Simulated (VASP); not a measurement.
# Ca3Ge (Pm-3m) in VASP: notebook

Ca3Ge is run at these levels: PBE; tasks: single point.

Everything below comes from runs of VASP 6.6.1. Logs are shortened: lines on timing, memory, paths and dates and some standing lists are left out, and cuts for length are marked.

**1. The cell of the first run**

The structure is cubic, space group Pm-3m (No. 221). Conventional cell: a = 4.643 Å, b = 4.643 Å, c = 4.643 Å, α = 90.00°, β = 90.00°, γ = 90.00°. Within 4.3 Å of Ca (site symmetry 4/mmm) lie 8 Ca at 3.28 Å and 4 Ge at 3.28 Å. Ge (site symmetry m-3m) has 12 Ca at 3.28 Å within 4.3 Å.

**2. Single point, PBE**

File INCAR:

```
PREC = Accurate
ENCUT = 520
EDIFF = 1E-6
ISMEAR = 0
SIGMA = 0.1
LREAL = F
LASPH = T
NELM = 60
ALGO = Fast
ISIF = 2
LWAVE = F
LCHARG = F
GGA = PE
NBANDS = 30
```

File KPOINTS:

```
regular mesh
0
Gamma
  4 4 4
```

File POSCAR:

```
Ca3Ge
1.0
    4.6426012481      0.0000000000      0.0000000000
    0.0000000000      4.6426012481      0.0000000000
    0.0000000000      0.0000000000      4.6426012481
Ca Ge
3 1
Direct
    0.0000000000      0.5000000000      0.5000000000
    0.5000000000      0.0000000000      0.5000000000
    0.5000000000      0.5000000000      0.0000000000
    0.0000000000      0.0000000000      0.0000000000
```

Potentials or basis: VASP PAW PBE potentials, release 64 (Ca_sv, Ge_d).

Command:

```console
> cat potpaw_PBE.64/Ca_sv/POTCAR potpaw_PBE.64/Ge_d/POTCAR > POTCAR
> mpirun -np 1 vasp_std > vasp.out
```

OUTCAR:

```text
PREC = Accurate
   ENCUT = 520
   EDIFF = 1E-6
   ISMEAR = 0
   LREAL = F
   LASPH = T
   NELM = 60
   ISIF = 2
   GGA = PE

 ion  position               nearest neighbor table
   1  0.000  0.500  0.500-
   2  0.500  0.000  0.500-
   3  0.500  0.500  0.000-
   4  0.000  0.000  0.000-

  LATTYP: Found a simple cubic cell.
 ALAT       =     4.6426012481

  Lattice vectors:

 A1 = (   4.6426012481,   0.0000000000,   0.0000000000)
 A2 = (   0.0000000000,   4.6426012481,   0.0000000000)
 A3 = (   0.0000000000,   0.0000000000,   4.6426012481)

Analysis of symmetry for initial positions (statically):
=====================================================================
 Subroutine PRICEL returns:
 Original cell was already a primitive cell.

 Routine SETGRP: Setting up the symmetry group for a
 simple cubic supercell.

 Subroutine GETGRP returns: Found 48 space group operations
 (whereof 48 operations were pure point group operations)
 out of a pool of 48 trial point group operations.

The static configuration has the point symmetry O_h .

Analysis of symmetry for dynamics (positions and initial velocities):
=====================================================================
 Subroutine PRICEL returns:
 Original cell was already a primitive cell.

 Routine SETGRP: Setting up the symmetry group for a
 simple cubic supercell.

 Subroutine GETGRP returns: Found 48 space group operations
 (whereof 48 operations were pure point group operations)
 out of a pool of 48 trial point group operations.

The dynamic configuration has the point symmetry O_h .

 Subroutine INISYM returns: Found 48 space group operations
 (whereof 48 operations are pure point group operations),
 and found     1 'primitive' translations

----------------------------------------------------------------------------------------

                                     Primitive cell

  volume of cell :     100.0654

  direct lattice vectors                    reciprocal lattice vectors
     4.642601248  0.000000000  0.000000000     0.215396487  0.000000000  0.000000000
     0.000000000  4.642601248  0.000000000     0.000000000  0.215396487  0.000000000
     0.000000000  0.000000000  4.642601248     0.000000000  0.000000000  0.215396487

  length of vectors
     4.642601248  4.642601248  4.642601248     0.215396487  0.215396487  0.215396487

  position of ions in fractional coordinates (direct lattice)
     0.000000000  0.500000000  0.500000000
     0.500000000  0.000000000  0.500000000
     0.500000000  0.500000000  0.000000000
     0.000000000  0.000000000  0.000000000

  ion indices of the primitive-cell ions
   primitive index   ion index
                 1           1
                 2           2
                 3           3
                 4           4

----------------------------------------------------------------------------------------

 KPOINTS: regular mesh

Automatic generation of k-mesh.
 Grid dimensions read from file:
 generate k-points for:    4    4    4

 Generating k-lattice:

  Cartesian coordinates                     Fractional coordinates (reciprocal lattice)
     0.053849122  0.000000000  0.000000000     0.250000000  0.000000000  0.000000000
     0.000000000  0.053849122  0.000000000     0.000000000  0.250000000  0.000000000
     0.000000000  0.000000000  0.053849122     0.000000000  0.000000000  0.250000000

  Length of vectors
     0.053849122  0.053849122  0.053849122

  Shift w.r.t. Gamma in fractional coordinates (k-lattice)
     0.000000000  0.000000000  0.000000000

 Subroutine IBZKPT returns following result:
 ===========================================

 Found     10 irreducible k-points:

 Following reciprocal coordinates:
            Coordinates               Weight
  0.000000  0.000000  0.000000      1.000000
  0.250000  0.000000  0.000000      6.000000
  0.500000  0.000000  0.000000      3.000000
  0.250000  0.250000  0.000000     12.000000
  0.500000  0.250000  0.000000     12.000000
  0.500000  0.500000  0.000000      3.000000
  0.250000  0.250000  0.250000      8.000000
  0.500000  0.250000  0.250000     12.000000
  0.500000  0.500000  0.250000      6.000000
  0.500000  0.500000  0.500000      1.000000
   k-points           NKPTS =     10   k-points in BZ     NKDIM =     10   number of bands    NBANDS=     30
   number of dos      NEDOS =    301   number of ions     NIONS =      4
   total plane-waves  NPLWV =  46656
   dimension x,y,z NGX =    36 NGY =   36 NGZ =   36
   dimension x,y,z NGXF=    72 NGYF=   72 NGZF=   72
   ions per type =               3   1
   NGX,Y,Z   is equivalent  to a cutoff of  12.89, 12.89, 12.89 a.u.
   NGXF,Y,Z  is equivalent  to a cutoff of  25.78, 25.78, 25.78 a.u.
 SYSTEM =  unknown system
   PREC   = accura    normal or accurate (medium, high low for compatibility)
   ISTART =      0    job   : 0-new  1-cont  2-samecut
   ICHARG =      2    charge: 1-file 2-atom 10-const
   ISPIN  =      1    spin polarized calculation?
   LNONCOLLINEAR =      F non collinear calculations
   LSORBIT =      F    spin-orbit coupling
   LASPH  =      T    aspherical Exc in radial PAW
   ENCUT  =  520.0 eV  38.22 Ry    6.18 a.u.   8.63  8.63  8.63*2*pi/ulx,y,z
   NELM   =     60;   NELMIN=  2; NELMDL= -5     # of ELM steps
   EDIFF  = 0.1E-05   stopping-criterion for ELM
   LREAL  =      F    real-space projection
   EDIFFG = 0.1E-04   stopping-criterion for IOM
   NSW    =      0    number of steps for IOM
   IBRION =     -1    ionic relax: 0-MD 1-quasi-New 2-CG
   NFREE  =      0    steps in history (QN), initial steepest desc. (CG)
   ISIF   =      2    stress and relaxation
   ISYM   =      2    0-nonsym 1-usesym 2-fastsym
   POTIM  = 0.5000    time-step for ionic-motion
   TEBEG  =    0.0;   TEEND  =   0.0 temperature during run
   PSTRESS=    0.0 pullay stress
   NELECT =      44.0000    total number of electrons
   NUPDOWN=      -1.0000    fix difference up-down
   EMIN   =  10.00;   EMAX   =-10.00  energy-range for DOS
   EFERMI =   0.00;   METHOD = LEGACY
   ISMEAR =     0;   SIGMA  =   0.10  broadening in eV -4-tet -1-fermi 0-gaus
   EFERMI_NEDOS =   21; number of points for ismear=-14 and -15
   IALGO  =     68    algorithm
   IMIX   =      4    mixing-type and parameters
     AMIX     =   0.40;   BMIX     =  1.00
     AMIX_MAG =   1.60;   BMIX_MAG =  1.00
  volume/ion in A,a.u.               =      25.02       168.82
  Fermi-wavevector in a.u.,A,eV,Ry     =   1.244890  2.352501 21.085647  1.549751
  Thomas-Fermi vector in A             =   2.379137
   LORBIT       =      0    0 simple, 1 ext, 2 COOP (PROOUT), +10 PAW based schemes
   GGA     = PE    functional components
   LHFCALC =     F    Hartree Fock is set to
   AEXX    =    0.0000 exact exchange contribution
   IVDW    =     0    specifies the selected vdW correction
   LEPSILON=     F    determine dielectric tensor
   LRPA    =     F    only Hartree local field effects (RPA)
 non-spin polarized calculation
 RMM-DIIS sequential band-by-band and
 Gauss-broadening in eV      SIGMA  =   0.10
  energy-cutoff  :      520.00
  volume of cell :      100.07
 maximum number of plane-waves:      2730
 NGX is ok and might be reduce to    36
   NGX = 17   NGY = 17   NGZ = 17

 number of electron      44.0000021 magnetization

 Free energy of the ion-electron system (eV)
  ---------------------------------------------------
  ext. energy  EPLUGINS =         0.00000000
  ---------------------------------------------------
  free energy    TOTEN  =       -11.27496763 eV

  energy without entropy =      -11.26891563  energy(sigma->0) =      -11.27194163

 E-fermi :   4.1505     XC(G=0):  -9.5957

 val. band max:        4.1376121406   @ k =   0.0000   0.0000   0.0000
 cond. band min:       4.3001748220   @ k =   0.0000   0.0000   0.0000
 fundamental gap:      0.1625626813
 Fermi energy:         4.1504654986

 k-point     1 :       0.0000    0.0000    0.0000
  band No.  band energies     occupation
      1     -36.8875      2.00000
      2     -36.7609      2.00000
      3     -36.7609      2.00000
      4     -19.2069      2.00000
      5     -19.2069      2.00000
      6     -19.2069      2.00000
[... 22 lines left out ...]
     29       8.1946      0.00000
     30       8.1946      0.00000

 k-point     2 :       0.2500    0.0000    0.0000
  band No.  band energies     occupation
      1     -36.8713      2.00000
      2     -36.7769      2.00000
      3     -36.7606      2.00000
      4     -19.2091      2.00000
      5     -19.2091      2.00000
      6     -19.2069      2.00000
[... 22 lines left out ...]
     29       7.7411      0.00000
     30       8.4490      0.00000

 k-point     3 :       0.5000    0.0000    0.0000
  band No.  band energies     occupation
      1     -36.8451      2.00000
      2     -36.8030      2.00000
      3     -36.7604      2.00000
      4     -19.2113      2.00000
      5     -19.2113      2.00000
      6     -19.2071      2.00000
[... 22 lines left out ...]
     29       7.2100      0.00000
     30       7.7718      0.00000

 k-point     4 :       0.2500    0.2500    0.0000
  band No.  band energies     occupation
      1     -36.8569      2.00000
      2     -36.7817      2.00000
      3     -36.7698      2.00000
      4     -19.2096      2.00000
      5     -19.2091      2.00000
      6     -19.2088      2.00000
[... 154 lines left out ...]
     29       7.7170      0.00000
     30       7.9368      0.00000

 k-point     9 :       0.5000    0.5000    0.2500
  band No.  band energies     occupation
      1     -36.8022      2.00000
      2     -36.8021      2.00000
      3     -36.8021      2.00000
      4     -19.2090      2.00000
      5     -19.2090      2.00000
      6     -19.2074      2.00000
[... 22 lines left out ...]
     29       7.7868      0.00000
     30       8.0257      0.00000

 k-point    10 :       0.5000    0.5000    0.5000
  band No.  band energies     occupation
      1     -36.8019      2.00000
      2     -36.8019      2.00000
      3     -36.8019      2.00000
      4     -19.2071      2.00000
      5     -19.2071      2.00000
      6     -19.2071      2.00000
[... 22 lines left out ...]
     29       7.8636      0.00000
     30       7.8828      0.00000

------------------------ aborting loop because EDIFF is reached ----------------------------------------

  FORCE on cell =-STRESS in cart. coord.  units (eV):
  Direction    XX          YY          ZZ          XY          YZ          ZX
  --------------------------------------------------------------------------------------
  -------------------------------------------------------------------------------------
  Total        3.5154579      3.5154579      3.5154579     -0.0000000     -0.0000000      0.0000000
  in kB       56.2870296     56.2870296     56.2870296     -0.0000000     -0.0000000      0.0000000
  external PRESSURE =      56.2870296 kB  Pullay stress =       0.0000000 kB

 VOLUME and BASIS-vectors are now :
 -----------------------------------------------------------------------------
  energy-cutoff  :      520.00
  volume of cell :      100.07
      direct lattice vectors                 reciprocal lattice vectors
     4.642601248  0.000000000  0.000000000     0.215396487  0.000000000  0.000000000
     0.000000000  4.642601248  0.000000000     0.000000000  0.215396487  0.000000000
     0.000000000  0.000000000  4.642601248     0.000000000  0.000000000  0.215396487

 POSITION                                       TOTAL-FORCE (eV/Angst)
 -----------------------------------------------------------------------------------
      0.00000      2.32130      2.32130         0.000000      0.000000      0.000000
      2.32130      0.00000      2.32130         0.000000      0.000000      0.000000
      2.32130      2.32130      0.00000         0.000000      0.000000      0.000000
      0.00000      0.00000      0.00000         0.000000      0.000000      0.000000
 -----------------------------------------------------------------------------------
    total drift:                                0.000000      0.000000      0.000000

  FREE ENERGIE OF THE ION-ELECTRON SYSTEM (eV)
  ---------------------------------------------------
  free  energy   TOTEN  =       -11.2749676314 eV

  energy  without entropy=      -11.2689156253  energy(sigma->0) =      -11.27194163
```

Wall time 77 s (1 thread of Intel Xeon Platinum 8488C (Sapphire Rapids), shared host); peak memory 0.21 GiB.

What came out:

* Free energy: -11.2750 eV
* Pressure: 5.6 GPa
* Band gap on the k mesh: zero (bands 22 and 23 overlap by 0.30 eV)

Caveat: the cell stands under pressure.

(Continued in part 2 of 2.)

The gap in the log of VASP goes by the Fermi energy; the results here count the filled bands.